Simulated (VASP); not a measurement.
# ZnS (Pmn2_1) in VASP: notebook

The runs below take ZnS through single point, with PBE.

All numbers are computed with VASP 6.6.1; they aren't measurements. Logs are shortened: lines on timing, memory, paths and dates and some standing lists are left out, and cuts for length are marked.

## (1) The cell of the first run

It takes space group Pmn2_1 (No. 31, orthorhombic). Conventional cell: a = 3.849 Å, b = 17.547 Å, c = 5.443 Å, α = 90.00°, β = 90.00°, γ = 90.00°. Within 3.1 Å of Zn (site symmetry m) lie 3 S at 2.36 Å. Zn (site symmetry m) has 4 S at 2.36 Å within 3.1 Å. Zn (site symmetry m) has 4 S at 2.36 Å within 3.1 Å. S (site symmetry m) has 4 Zn at 2.36 Å within 3.1 Å. S (site symmetry m) has 4 Zn at 2.36 Å within 3.1 Å. Within 3.1 Å of S (site symmetry m) lie 3 Zn at 2.36 Å.

## (2) Single point, PBE (the distance across one plane changed)

INCAR

```
SYSTEM = ZnS
  PREC = Accurate
  ENCUT = 520
  EDIFF = 1E-6
  ISMEAR = 0
  SIGMA = 0.05
  LREAL = .False.
  LASPH = .True.
  NELM = 80
  ALGO = Normal
  ISIF = 2
  LWAVE = .False.
  LCHARG = .False.
  GGA = PE
  NBANDS = 66
```

KPOINTS

```
Automatic mesh
0
Gamma
  5 7 3
  0 0 0
```

POSCAR

```
ZnS
1.0
    5.4431279699      0.0000000000      0.0000000000
    0.0000000000      2.7215639849     -2.7215639849
    0.0000000000     12.4073326419     12.4073326419
Zn S
6 6
Direct
    0.5000000000      0.5000000000      0.0548268462
    0.0000000000      0.0000000000      0.1645024736
    0.5000000000      0.5000000000      0.2741781011
    0.0000000000      0.0000000000      0.3838537285
    0.5000000000      0.5000000000      0.4935293560
    0.0000000000      0.0000000000      0.6032049834
    0.7500000000      0.0000000000      0.2741781011
    0.2500000000      0.5000000000      0.3838537285
    0.7500000000      0.0000000000      0.4935293560
    0.2500000000      0.5000000000      0.6032049834
    0.7500000000      0.0000000000      0.0548268462
    0.2500000000      0.5000000000      0.1645024736
```

Potentials or basis: VASP PAW PBE potentials, release 64 (Zn, S).

Started as:

```console
> cat potpaw_PBE.64/Zn/POTCAR potpaw_PBE.64/S/POTCAR > POTCAR
> mpirun -np 1 vasp_std > vasp.out
```

OUTCAR:

```text
SYSTEM = ZnS
   PREC = Accurate
   ENCUT = 520
   EDIFF = 1E-6
   ISMEAR = 0
   LREAL = .False.
   LASPH = .True.
   NELM = 80
   ISIF = 2
   GGA = PE

 ion  position               nearest neighbor table
   1  0.500  0.500  0.055-  12 2.36  11 2.36  11 2.36
   2  0.000  0.000  0.165-  11 2.36  12 2.36  12 2.36   7 2.36
   3  0.500  0.500  0.274-   8 2.36   7 2.36   7 2.36  12 2.36
   4  0.000  0.000  0.384-   7 2.36   8 2.36   8 2.36   9 2.36
   5  0.500  0.500  0.494-  10 2.36   9 2.36   9 2.36   8 2.36
   6  0.000  0.000  0.603-   9 2.36  10 2.36  10 2.36
   7  0.750  0.000  0.274-   4 2.36   3 2.36   3 2.36   2 2.36
   8  0.250  0.500  0.384-   3 2.36   4 2.36   4 2.36   5 2.36
   9  0.750  0.000  0.494-   6 2.36   5 2.36   5 2.36   4 2.36
  10  0.250  0.500  0.603-   5 2.36   6 2.36   6 2.36
  11  0.750  0.000  0.055-   2 2.36   1 2.36   1 2.36
  12  0.250  0.500  0.165-   1 2.36   2 2.36   2 2.36   3 2.36

  LATTYP: Found a simple orthorhombic cell.
 ALAT       =     3.8488726983
 B/A-ratio  =     1.4142135624
 C/A-ratio  =     4.5588980126

  Lattice vectors:

 A1 = (   0.0000000000,  -2.7215639849,   2.7215639849)
 A2 = (   5.4431279699,   0.0000000000,   0.0000000000)
 A3 = (   0.0000000000,  12.4073326419,  12.4073326419)

Analysis of symmetry for initial positions (statically):
=====================================================================
 Subroutine PRICEL returns:
 Original cell was already a primitive cell.

 Routine SETGRP: Setting up the symmetry group for a
 simple orthorhombic supercell.

 Subroutine GETGRP returns: Found  4 space group operations
 (whereof  2 operations were pure point group operations)
 out of a pool of  8 trial point group operations.

The static configuration has the point symmetry C_1h.
 The point group associated with its full space group is C_2v.

Analysis of symmetry for dynamics (positions and initial velocities):
=====================================================================
 Subroutine PRICEL returns:
 Original cell was already a primitive cell.

 Routine SETGRP: Setting up the symmetry group for a
 simple orthorhombic supercell.

 Subroutine GETGRP returns: Found  4 space group operations
 (whereof  2 operations were pure point group operations)
 out of a pool of  8 trial point group operations.

The dynamic configuration has the point symmetry C_1h.
 The point group associated with its full space group is C_2v.
[... 127 lines left out ...]
   TEBEG  =    0.0;   TEEND  =   0.0 temperature during run
   PSTRESS=    0.0 pullay stress
   NELECT =     108.0000    total number of electrons
   NUPDOWN=      -1.0000    fix difference up-down
   EMIN   =  10.00;   EMAX   =-10.00  energy-range for DOS
   EFERMI =   0.00;   METHOD = LEGACY
   ISMEAR =     0;   SIGMA  =   0.05  broadening in eV -4-tet -1-fermi 0-gaus
   EFERMI_NEDOS =   21; number of points for ismear=-14 and -15
   IALGO  =     38    algorithm
   IMIX   =      4    mixing-type and parameters
     AMIX     =   0.40;   BMIX     =  1.00
     AMIX_MAG =   1.60;   BMIX_MAG =  1.00
  volume/ion in A,a.u.               =      30.63       206.72
  Fermi-wavevector in a.u.,A,eV,Ry     =   1.088322  2.056631 16.115362  1.184446
  Thomas-Fermi vector in A             =   2.224501
   LORBIT       =      0    0 simple, 1 ext, 2 COOP (PROOUT), +10 PAW based schemes
   GGA     = PE    functional components
   LHFCALC =     F    Hartree Fock is set to
   AEXX    =    0.0000 exact exchange contribution
   IVDW    =     0    specifies the selected vdW correction
   LEPSILON=     F    determine dielectric tensor
   LRPA    =     F    only Hartree local field effects (RPA)
 non-spin polarized calculation
 Gauss-broadening in eV      SIGMA  =   0.05
  energy-cutoff  :      520.00
  volume of cell :      367.60
 maximum number of plane-waves:      9936
   NGX = 21   NGY = 15   NGZ = 65

 number of electron     107.9999958 magnetization

 Free energy of the ion-electron system (eV)
  ---------------------------------------------------
  ext. energy  EPLUGINS =         0.00000000
  ---------------------------------------------------
  free energy    TOTEN  =       -39.07936676 eV

  energy without entropy =      -39.07936676  energy(sigma->0) =      -39.07936676

 E-fermi :  -0.3405     XC(G=0):  -7.0010

 val. band max:       -0.6047651857   @ k =   0.0000   0.0000   0.0000
 cond. band min:       0.9619683843   @ k =   0.0000   0.0000   0.0000
 fundamental gap:      1.5667335701
 Fermi energy:        -0.3404868239

 k-point     1 :       0.0000    0.0000    0.0000
  band No.  band energies     occupation
      1     -13.4871      2.00000
      2     -13.1654      2.00000
      3     -12.7396      2.00000
      4     -12.4615      2.00000
      5     -12.0209      2.00000
      6     -12.0177      2.00000
[... 1645 lines left out ...]
     65       5.9002      0.00000
     66       5.9396      0.00000

------------------------ aborting loop because EDIFF is reached ----------------------------------------

  FORCE on cell =-STRESS in cart. coord.  units (eV):
  Direction    XX          YY          ZZ          XY          YZ          ZX
  --------------------------------------------------------------------------------------
  -------------------------------------------------------------------------------------
  Total       -2.7435950     -1.6609086     -1.6609086      0.0000000      0.9130695      0.0000000
  in kB      -11.9579041     -7.2390370     -7.2390370      0.0000000      3.9795951      0.0000000
  external PRESSURE =      -8.8119927 kB  Pullay stress =       0.0000000 kB

 VOLUME and BASIS-vectors are now :
 -----------------------------------------------------------------------------
  energy-cutoff  :      520.00
  volume of cell :      367.60
      direct lattice vectors                 reciprocal lattice vectors
     5.443127970  0.000000000  0.000000000     0.183717893  0.000000000  0.000000000
     0.000000000  2.721563985 -2.721563985     0.000000000  0.183717893 -0.183717893
     0.000000000 12.407332642 12.407332642     0.000000000  0.040298750  0.040298750

 POSITION                                       TOTAL-FORCE (eV/Angst)
 -----------------------------------------------------------------------------------
      2.72156      2.04104     -0.68053         1.201586      0.795217      0.795217
      0.00000      2.04104      2.04104        -0.229051     -0.049748     -0.049748
      2.72156      4.76260      2.04104         0.091998      0.046839      0.046839
      0.00000      4.76260      4.76260         0.091998     -0.046839     -0.046839
      2.72156      7.48416      4.76260        -0.229051      0.049748      0.049748
      0.00000      7.48416      7.48416         1.201586     -0.795217     -0.795217
      4.08235      3.40182      3.40182        -0.026806      0.114315      0.114315
      1.36078      6.12338      3.40182        -0.026806     -0.114315     -0.114315
      4.08235      6.12338      6.12338        -0.353031      0.262472      0.262472
      1.36078      8.84495      6.12338        -0.684697      0.593131      0.593131
      4.08235      0.68025      0.68025        -0.684697     -0.593131     -0.593131
      1.36078      3.40182      0.68025        -0.353031     -0.262472     -0.262472
 -----------------------------------------------------------------------------------
    total drift:                               -0.000721      0.000119      0.000119

  FREE ENERGIE OF THE ION-ELECTRON SYSTEM (eV)
  ---------------------------------------------------
  free  energy   TOTEN  =       -39.0793667644 eV

  energy  without entropy=      -39.0793667644  energy(sigma->0) =      -39.07936676
```

OSZICAR:

```text
N       E                     dE             d eps       ncg     rms          rms(c)
DAV:   1     0.883282690022E+03    0.88328E+03   -0.47669E+04  3168   0.172E+03
DAV:   2     0.988236105935E+02   -0.78446E+03   -0.75172E+03  3296   0.405E+02
DAV:   3    -0.337022769493E+02   -0.13253E+03   -0.13030E+03  3604   0.161E+02
[... 12 lines left out ...]
DAV:  16    -0.390793511945E+02   -0.32915E-04   -0.49021E-05  3340   0.567E-02    0.147E-02
DAV:  17    -0.390793565628E+02   -0.53682E-05   -0.92806E-06  3576   0.437E-02    0.110E-02
DAV:  18    -0.390793642473E+02   -0.76846E-05   -0.74468E-06  3056   0.228E-02    0.359E-03
DAV:  19    -0.390793666581E+02   -0.24107E-05   -0.29839E-06  2942   0.132E-02    0.376E-03
DAV:  20    -0.390793667644E+02   -0.10630E-06   -0.36919E-07  2286   0.370E-03
   1 F= -.39079367E+02 E0= -.39079367E+02  d E =-.592552E-15
```

It took 16 min on 1 thread of Intel Xeon Platinum 8259CL at 2.50GHz (Skylake/Cascade Lake), shared host; peak memory 0.65 GiB.

What came out:

```
Free energy            : -39.0794 eV
Pressure               : -0.9 GPa
Largest force          : 1.646 eV/Å
Band gap on the k mesh : 1.57 eV
```

Forces on the atoms (eV/Å):
```
Zn   1.202  0.795  0.795
Zn  -0.229 -0.050 -0.050
Zn   0.092  0.047  0.047
Zn   0.092 -0.047 -0.047
Zn  -0.229  0.050  0.050
Zn   1.202 -0.795 -0.795
S   -0.027  0.114  0.114
S   -0.027 -0.114 -0.114
S   -0.353  0.262  0.262
S   -0.685  0.593  0.593
S   -0.685 -0.593 -0.593
S   -0.353 -0.262 -0.262
```

Stress tensor (GPa, compression positive):
```
-1.20  0.00  0.00
 0.00 -0.72  0.40
 0.00  0.40 -0.72
```

Levels at points of the mesh, in eV from the valence-band top:
```csv
k point,band 51,band 52,band 53,band 54,band 55,band 56,band 57,band 58
"(0.00, 0.00, 0.00)",-0.18,-0.13,-0.09,0.00,1.57,2.14,3.52,3.81
```

Caveat: the cell differs from its parent crystal (the distance across one plane changed); forces of over 1 eV/Å act on the atoms, so gaps and moduli don't describe the material at rest. A k mesh can miss the band edges.

## (3) Single point, PBE (the distance across one plane changed)

INCAR

```
SYSTEM = ZnS
  PREC = Accurate
  ENCUT = 520
  EDIFF = 1E-7
  ISMEAR = 0
  SIGMA = 0.05
  LREAL = .FALSE.
  LASPH = .TRUE.
  NELM = 60
  ALGO = Normal
  ISIF = 2
  LWAVE = .FALSE.
  LCHARG = .FALSE.
  GGA = PE
  NBANDS = 66
```

KPOINTS

```
Automatic mesh
0
G
  5 7 3
  0 0 0
```

POSCAR

```
ZnS
1.0
    5.4431279699      0.0000000000      0.0000000000
    0.0000000000      2.7215639849     -2.7215639849
    0.0000000000      7.9525599204      7.9525599204
Zn S
6 6
Direct
    0.5000000000      0.5000000000      0.0855391125
    0.0000000000      0.0000000000      0.2566515601
    0.5000000000      0.5000000000      0.4277640077
    0.0000000000      0.0000000000      0.5988764553
    0.5000000000      0.5000000000      0.7699889028
    0.0000000000      0.0000000000      0.9411013504
    0.7500000000      0.0000000000      0.4277640077
    0.2500000000      0.5000000000      0.5988764553
    0.7500000000      0.0000000000      0.7699889028
    0.2500000000      0.5000000000      0.9411013504
    0.7500000000      0.0000000000      0.0855391125
    0.2500000000      0.5000000000      0.2566515601
```

Potentials or basis: VASP PAW PBE potentials, release 64 (Zn, S).

Started as:

```console
> cat potpaw_PBE.64/Zn/POTCAR potpaw_PBE.64/S/POTCAR > POTCAR
> mpirun -np 1 vasp_std > vasp.out
```

Wall time 10 min (1 thread of Intel Xeon Platinum 8259CL at 2.50GHz (Skylake/Cascade Lake), shared host); peak memory 0.46 GiB.

Results (log left out):

```yaml
Free_energy: -40.6198 eV
Pressure: 2.9 GPa
Largest_force: 2.225 eV/Å
Band_gap_on_the_k_mesh: 2.03 eV
```

Forces in eV/Å, atoms in the order of the input:
```
Zn   1.062  1.053  1.053
Zn   0.012  0.081  0.081
Zn  -0.026 -0.001 -0.001
Zn  -0.026  0.001  0.001
Zn   0.012 -0.081 -0.081
Zn   1.062 -1.053 -1.053
S    0.005 -0.019 -0.019
S    0.005  0.019  0.019
S    0.052 -0.177 -0.177
S   -1.105 -1.365 -1.365
S   -1.105  1.365  1.365
S    0.052  0.177  0.177
```

Stress tensor (GPa, compression positive):
```
2.91 0.00 0.00
0.00 2.95 2.46
0.00 2.46 2.95
```

Levels at points of the mesh, in eV from the valence-band top:
```tsv
k point	band 52	band 53	band 54	band 55	band 56	band 57
(0.00, 0.00, 0.00)	-0.13	-0.12	0.00	2.03	3.28	3.96
```

Caveat: the cell differs from its parent crystal (the distance across one plane changed); forces of over 1 eV/Å act on the atoms, so gaps and moduli don't describe the material at rest.
